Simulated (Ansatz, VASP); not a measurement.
## Ir: VASP beside Ansatz

```
Ir
1.0
     0.00000    1.92285    1.92285
     1.92285    0.00000    1.92285
     1.92285    1.92285    0.00000
Ir
1
Direct
  0.00000 0.00000 0.00000
```

Alike in both runs: task single point; functional r2SCAN; k mesh 14 × 14 × 14; occupations methfessel-paxton of order 1, width 0.01 eV; no spin polarisation.

```csv
,VASP,Ansatz
version,VASP 6.6.1,Ansatz 0.2.0
potentials or method,"VASP PAW PBE potentials, release 64 (Ir_sv_GW), cutoff 550 eV","plane waves (500 eV) with PAW, scalar-relativistic"
valence electrons in the cell,17,17
```

```tsv
	VASP	Ansatz	Ansatz less VASP
pressure (GPa)	-2.5	-0.2	+2.23
```

VASP's potentials were made for PBE, not for r2SCAN. The functional is the same, so the differences come from potentials, cutoffs and numerics.

Spin-orbit coupling is off throughout.
